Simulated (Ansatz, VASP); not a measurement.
# GaSb in VASP and in Ansatz

File INCAR:

```
SYSTEM = GaSb
ALGO = Normal ; EDIFF = 1E-7
ENCUT = 520 ; GGA = PE
ISIF = 2 ; ISMEAR = 0
LASPH = .TRUE. ; LCHARG = .FALSE.
LREAL = .FALSE. ; LWAVE = .FALSE.
NBANDS = 16 ; NELM = 100
PREC = Accurate ; SIGMA = 0.15
```

Contents of KPOINTS:

```
k-points
0
G
  14 14 14
  0 0 0
```

POSCAR

```
GaSb
1.0
    0.0000000000      2.9775359118      2.9775359118
    2.9775359118      0.0000000000      2.9775359118
    2.9775359118      2.9775359118      0.0000000000
Ga Sb
1 1
Direct
    0.0000000000      0.0000000000      0.0000000000
    0.7500000000      0.7500000000      0.7500000000
```

Input for Ansatz:

```yaml
crystal:
  lattice:
    - [0.0, 2.9775359118, 2.9775359118]
    - [2.9775359118, 0.0, 2.9775359118]
    - [2.9775359118, 2.9775359118, 0.0]
  atoms:
    - { symbol: Ga, position: [0.0, 0.0, 0.0] }
    - { symbol: Sb, position: [0.75, 0.75, 0.75] }
basis:
  ecutwfc: 420
kpoints:
  mp_grid: { grid: [14, 14, 14] }
hamiltonian:
  xc: pbe
  pseudopotentials: { kind: paw, azcp: { folder: soft_1 } }
scf:
  occupations: { method: gaussian, width: 0.15 }
output:
  forces: true
  stress: true
  eigenvalues: true
```

Alike in both runs: task single point; functional PBE; k mesh 14 × 14 × 14; occupations gaussian, width 0.15 eV; no spin polarisation.

|  | VASP | Ansatz |
| --- | --- | --- |
| version | VASP 6.6.1 | Ansatz 0.2.0 |
| potentials or method | VASP PAW PBE potentials, release 64 (Ga_d, Sb), cutoff 520 eV | scalar-relativistic, plane waves, PAW |
| valence electrons in the cell | 18 | 28 |

|  | VASP | Ansatz | Ansatz less VASP |
| --- | --- | --- | --- |
| gap on the k mesh at the Fermi level (eV) | 0.58 | 0.59 | +0.007 |
| least direct gap on the mesh (eV) | 0.63 | 0.63 | 0.000 |
| pressure (GPa) | 7.9 | 7.8 | -0.09 |

With one functional, cell and mesh, what is left measures potentials, basis and numerics. VASP's potentials hold 18 valence electrons a cell and Ansatz's 28, so a difference there can come from the potentials and not from the codes.

Neither program's run includes spin-orbit coupling.
